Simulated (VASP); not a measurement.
# BN (F-43m) in VASP: a series of runs, part 2 of 2

VASP 6.6.1. Earlier steps stand in the parts before.

## Step 3: G0W0 quasiparticle levels, PBE

The input, POSCAR:

```
BN
1.0
    0.0000000000      1.8080000000      1.8080000000
    1.8080000000      0.0000000000      1.8080000000
    1.8080000000      1.8080000000      0.0000000000
B N
1 1
Direct
    0.0000000000      0.0000000000      0.0000000000
    0.2500000000      0.2500000000      0.2500000000
```

The input, INCAR.step1:

```
SYSTEM = BN
PREC = Accurate ; ENCUT = 500
EDIFF = 1E-8 ; ISMEAR = 0
SIGMA = 0.01 ; LREAL = .False.
LASPH = .True. ; NELM = 100
ALGO = Normal ; LWAVE = .True.
LCHARG = .False. ; GGA = PE
```

The input, INCAR.step2:

```
SYSTEM = BN
PREC = Accurate ; ENCUT = 500
EDIFF = 1E-8 ; ISMEAR = 0
SIGMA = 0.01 ; LREAL = .False.
LASPH = .True. ; NELM = 1
ALGO = Exact ; LWAVE = .True.
LCHARG = .False. ; GGA = PE
NBANDS = 323 ; LOPTICS = .True.
ISTART = 1
```

The input, INCAR.step3:

```
SYSTEM = BN
PREC = Accurate ; ENCUT = 500
EDIFF = 1E-8 ; ISMEAR = 0
SIGMA = 0.01 ; LREAL = .False.
LASPH = .True. ; ALGO = EVGW0
LWAVE = .False. ; LCHARG = .False.
GGA = PE ; NELMGW = 1
NBANDS = 323 ; ENCUTGW = 200
NOMEGA = 48 ; PRECFOCK = Fast
ISTART = 1 ; NBANDSGW = 12
```

The input, KPOINTS:

```
regular mesh
0
Gamma
  2 2 2
  0 0 0
```

Potentials or basis: VASP PAW PBE potentials, release 64 (B_GW, N_GW).

On the command line:

```sh
$ cat potpaw_PBE.64/B_GW/POTCAR potpaw_PBE.64/N_GW/POTCAR > POTCAR
$ cp INCAR.step1 INCAR
$ mpirun -np 1 vasp_std > vasp.out
$ cp INCAR.step2 INCAR
$ mpirun -np 1 vasp_std > vasp.out
$ cp INCAR.step3 INCAR
$ mpirun -np 1 vasp_std > vasp.out
```

OUTCAR:

```text
SYSTEM = BN
   PREC = Accurate
   ENCUT = 500
   EDIFF = 1E-8
   ISMEAR = 0
   LREAL = .False.
   LASPH = .True.
   GGA = PE
   NELMGW = 1
   ENCUTGW = 200
   PRECFOCK = Fast
   ISTART = 1

 ion  position               nearest neighbor table
   1  0.000  0.000  0.000-   2 1.57   2 1.57   2 1.57   2 1.57
   2  0.250  0.250  0.250-   1 1.57   1 1.57   1 1.57   1 1.57

  LATTYP: Found a face centered cubic cell.
 ALAT       =     3.6160000000

  Lattice vectors:

 A1 = (   0.0000000000,   1.8080000000,   1.8080000000)
 A2 = (   1.8080000000,   0.0000000000,   1.8080000000)
 A3 = (   1.8080000000,   1.8080000000,   0.0000000000)

Analysis of symmetry for initial positions (statically):
=====================================================================
[... 144 lines left out ...]
   ENCUTLF             =  -1.0    cutoff for local field effects
   NELMGW              =     1    number of iterations in solving QP/BSE equation
   NELMHF              =     1    number of iterations in the inner HF iteration
   NKREDLFX            =     1    NKREDLFY  =   1   NKREDLFZ  =   1
 non-spin polarized calculation
 Gauss-broadening in eV      SIGMA  =   0.01
  energy-cutoff  :      500.00
  volume of cell :       11.82
 maximum number of plane-waves:       307
 NGX is ok and might be reduce to    20
  NGX = 12; NGY = 12; NGZ = 12
   NGX =  9   NGY =  9   NGZ =  9
 maximum number of plane-waves:        80

 QP shifts <psi_nk| G(iteration)W_0 |psi_nk>: iteration 1
 for sc-GW calculations column KS-energies equals QP-energies in previous step
 and V_xc(KS)=  KS-energies - (<T + V_ion + V_H > + <T+V_H+V_ion>^1  + <V_x>^1)

 k-point   1 :       0.0000    0.0000    0.0000
  band No.  KS-energies  QP-energies   sigma(KS)   V_xc(KS)     V^pw_x(r,r')   Z            occupation Imag(sigma)

      1     -12.4530     -14.7534     -18.3696     -15.3751     -26.1937       0.7682       2.0000       1.4915
      2       7.9939       6.9982     -19.5223     -18.2901     -23.3960       0.8080       2.0000       0.1259
      3       7.9939       6.9982     -19.5223     -18.2901     -23.3960       0.8080       2.0000       0.1259
      4       7.9939       6.9982     -19.5223     -18.2901     -23.3960       0.8080       2.0000       0.1259
      5      16.3872      17.2154     -12.7212     -13.7326      -6.1942       0.8188       0.0000      -0.1328
      6      16.3872      17.2154     -12.7212     -13.7326      -6.1942       0.8188       0.0000      -0.1328
      7      16.3872      17.2154     -12.7212     -13.7326      -6.1942       0.8188       0.0000      -0.1328
      8      18.2171      18.7852     -14.6342     -15.3279      -7.5638       0.8189       0.0000      -0.1848
      9      32.2760      32.2438     -11.2685     -11.2279      -3.0715       0.7937       0.0000      -0.7499
     10      35.3228      35.9480     -12.4684     -13.2367      -5.2186       0.8136       0.0000      -0.3484
     11      35.3228      35.9480     -12.4684     -13.2367      -5.2186       0.8136       0.0000      -0.3484
     12      35.9073      36.1260     -10.5637     -10.8174      -2.8153       0.8617       0.0000      -0.9830
[... 20 lines left out ...]
      1      -6.7450      -8.6567     -19.5968     -17.2198     -26.5226       0.8043       2.0000       1.0954
      2      -1.1738      -2.8109     -17.2365     -15.1696     -22.1199       0.7920       2.0000       0.2213
      3       2.9158       1.6182     -17.8511     -16.2416     -22.1241       0.8063       2.0000       0.1418
      4       2.9158       1.6182     -17.8511     -16.2416     -22.1241       0.8063       2.0000       0.1418
      5      12.0869      12.2465     -12.1417     -12.3340      -6.1533       0.8296       0.0000      -0.1151
      6      16.7970      17.0734     -12.2011     -12.5332      -5.8846       0.8325       0.0000      -0.1147
      7      25.7554      27.0846     -14.7988     -16.4340      -6.6658       0.8129       0.0000      -0.4984
      8      25.7554      27.0846     -14.7988     -16.4340      -6.6658       0.8129       0.0000      -0.4984
      9      28.7756      29.8284     -15.1041     -16.4102      -7.0269       0.8061       0.0000      -0.4915
     10      34.8413      35.7556     -12.2864     -13.4560      -3.6553       0.7817       0.0000      -0.8102
     11      41.2329      41.9186     -11.8151     -12.6639      -4.1541       0.8079       0.0000      -0.6059
     12      41.2329      41.9186     -11.8151     -12.6639      -4.1541       0.8079       0.0000      -0.6059
```

OUTCAR.step2:

```text
SYSTEM = BN
   PREC = Accurate
   ENCUT = 500
   EDIFF = 1E-8
[... 590 lines left out ...]
  --------------------------------------------------------------------------------------------------------------
     0.00000     9.67986     9.67986     9.67986    -0.00000    -0.00000    -0.00000
     5.99227    14.94740    14.94740    14.94740    -0.00000    -0.00000    -0.00000
    11.98454    15.62275    15.62275    15.62275     0.00000    -0.00000     0.00000
    17.97681    -3.79326    -3.79326    -3.79326     0.00000     0.00000     0.00000
    23.96907    -0.64336    -0.64336    -0.64336     0.00000     0.00000    -0.00000
    29.96134    -1.10256    -1.10256    -1.10256     0.00000     0.00000    -0.00000
[... 92 lines left out ...]
   587.24230     0.99616     0.99616     0.99616     0.00000     0.00000     0.00000
   593.23457     0.99624     0.99624     0.99624     0.00000     0.00000     0.00000
```

Run time: 7.5 s. Hardware: 1 thread of Intel Xeon 6975P-C (Granite Rapids), shared host; peak memory 0.13 GiB.

Results:

- Quasiparticle gap: 5.25 eV
- Least direct quasiparticle gap: 10.22 eV
- Band gap of the starting levels on the mesh: 4.09 eV
- Least direct gap of the starting levels on the mesh: 8.39 eV

Caveat: the k points lie up to 1.50 Å⁻¹ apart, too coarse for converged energies, forces and pressures; bands, screening cutoff and mesh are small and nothing is extrapolated, so the quasiparticle values aren't converged.

## Step 4: G0W0 quasiparticle levels, PBE

POSCAR is that of step 3.

The input, INCAR.step1:

```
SYSTEM = BN
PREC = Accurate ; ENCUT = 500
EDIFF = 1E-8 ; ISMEAR = 0
SIGMA = 0.01 ; LREAL = .FALSE.
LASPH = .TRUE. ; NELM = 80
ALGO = Normal ; LWAVE = .TRUE.
LCHARG = .FALSE. ; GGA = PE
```

The input, INCAR.step2:

```
SYSTEM = BN
PREC = Accurate ; ENCUT = 500
EDIFF = 1E-8 ; ISMEAR = 0
SIGMA = 0.01 ; LREAL = .FALSE.
LASPH = .TRUE. ; NELM = 1
ALGO = Exact ; LWAVE = .TRUE.
LCHARG = .FALSE. ; GGA = PE
NBANDS = 323 ; LOPTICS = .TRUE.
ISTART = 1
```

The input, INCAR.step3:

```
SYSTEM = BN
PREC = Accurate ; ENCUT = 500
EDIFF = 1E-8 ; ISMEAR = 0
SIGMA = 0.01 ; LREAL = .FALSE.
LASPH = .TRUE. ; ALGO = EVGW0
LWAVE = .FALSE. ; LCHARG = .FALSE.
GGA = PE ; NELMGW = 1
NBANDS = 323 ; ENCUTGW = 200
NOMEGA = 48 ; PRECFOCK = Fast
ISTART = 1 ; NBANDSGW = 12
```

The input, KPOINTS:

```
regular mesh
0
G
  2 2 2
  0 0 0
```

Potentials or basis: VASP PAW PBE potentials, release 64 (B_GW, N_GW).

On the command line:

```sh
$ cat potpaw_PBE.64/B_GW/POTCAR potpaw_PBE.64/N_GW/POTCAR > POTCAR
$ cp INCAR.step1 INCAR
$ mpirun -np 1 vasp_std > vasp.out
$ cp INCAR.step2 INCAR
$ mpirun -np 1 vasp_std > vasp.out
$ cp INCAR.step3 INCAR
$ mpirun -np 1 vasp_std > vasp.out
```

OUTCAR:

```text
SYSTEM = BN
   PREC = Accurate
   ENCUT = 500
   EDIFF = 1E-8
   ISMEAR = 0
   LREAL = .FALSE.
   LASPH = .TRUE.
   GGA = PE
   NELMGW = 1
   ENCUTGW = 200
   PRECFOCK = Fast
   ISTART = 1

 ion  position               nearest neighbor table
   1  0.000  0.000  0.000-   2 1.57   2 1.57   2 1.57   2 1.57
[... 179 lines left out ...]
      2       7.9939       6.9982     -19.5223     -18.2901     -23.3960       0.8080       2.0000       0.1259
      3       7.9939       6.9982     -19.5223     -18.2901     -23.3960       0.8080       2.0000       0.1259
      4       7.9939       6.9982     -19.5223     -18.2901     -23.3960       0.8080       2.0000       0.1259
      5      16.3872      17.2154     -12.7212     -13.7326      -6.1942       0.8188       0.0000      -0.1328
      6      16.3872      17.2154     -12.7212     -13.7326      -6.1942       0.8188       0.0000      -0.1328
      7      16.3872      17.2154     -12.7212     -13.7326      -6.1942       0.8188       0.0000      -0.1328
      8      18.2171      18.7852     -14.6342     -15.3279      -7.5638       0.8189       0.0000      -0.1848
      9      32.2760      32.2438     -11.2685     -11.2279      -3.0715       0.7937       0.0000      -0.7499
     10      35.3228      35.9480     -12.4684     -13.2367      -5.2186       0.8136       0.0000      -0.3484
     11      35.3228      35.9480     -12.4684     -13.2367      -5.2186       0.8136       0.0000      -0.3484
     12      35.9073      36.1260     -10.5637     -10.8174      -2.8153       0.8617       0.0000      -0.9830
[... 20 lines left out ...]
      1      -6.7450      -8.6567     -19.5968     -17.2198     -26.5226       0.8043       2.0000       1.0954
      2      -1.1738      -2.8109     -17.2365     -15.1696     -22.1199       0.7920       2.0000       0.2213
      3       2.9158       1.6182     -17.8511     -16.2416     -22.1241       0.8063       2.0000       0.1418
      4       2.9158       1.6182     -17.8511     -16.2416     -22.1241       0.8063       2.0000       0.1418
      5      12.0869      12.2465     -12.1417     -12.3340      -6.1533       0.8296       0.0000      -0.1151
      6      16.7970      17.0734     -12.2011     -12.5332      -5.8846       0.8325       0.0000      -0.1147
      7      25.7554      27.0846     -14.7988     -16.4340      -6.6658       0.8129       0.0000      -0.4984
      8      25.7554      27.0846     -14.7988     -16.4340      -6.6658       0.8129       0.0000      -0.4984
      9      28.7756      29.8284     -15.1041     -16.4102      -7.0269       0.8061       0.0000      -0.4915
     10      34.8413      35.7556     -12.2864     -13.4560      -3.6553       0.7817       0.0000      -0.8102
     11      41.2329      41.9186     -11.8151     -12.6639      -4.1541       0.8079       0.0000      -0.6059
     12      41.2329      41.9186     -11.8151     -12.6639      -4.1541       0.8079       0.0000      -0.6059
```

OUTCAR.step2:

```text
SYSTEM = BN
   PREC = Accurate
   ENCUT = 500
   EDIFF = 1E-8
[... 590 lines left out ...]
  --------------------------------------------------------------------------------------------------------------
     0.00000     9.67986     9.67986     9.67986    -0.00000    -0.00000    -0.00000
     5.99227    14.94740    14.94740    14.94740    -0.00000    -0.00000    -0.00000
    11.98454    15.62275    15.62275    15.62275     0.00000    -0.00000     0.00000
    17.97681    -3.79326    -3.79326    -3.79326     0.00000     0.00000     0.00000
    23.96907    -0.64336    -0.64336    -0.64336     0.00000     0.00000    -0.00000
    29.96134    -1.10256    -1.10256    -1.10256     0.00000     0.00000    -0.00000
[... 92 lines left out ...]
   587.24230     0.99616     0.99616     0.99616     0.00000     0.00000     0.00000
   593.23457     0.99624     0.99624     0.99624     0.00000     0.00000     0.00000
```

Run time: 12 s. Hardware: 1 thread of Intel Xeon Platinum 8259CL at 2.50GHz (Skylake/Cascade Lake), shared host; peak memory 0.13 GiB.

What came out:

| Property | Result |
| --- | --- |
| Quasiparticle gap | 5.25 eV |
| Least direct quasiparticle gap | 10.22 eV |
| Band gap of the starting levels on the mesh | 4.09 eV |
| Least direct gap of the starting levels on the mesh | 8.39 eV |

Caveat: the k points lie up to 1.50 Å⁻¹ apart, too coarse for converged energies, forces and pressures; bands, screening cutoff and mesh are small and nothing is extrapolated, so the quasiparticle values aren't converged.
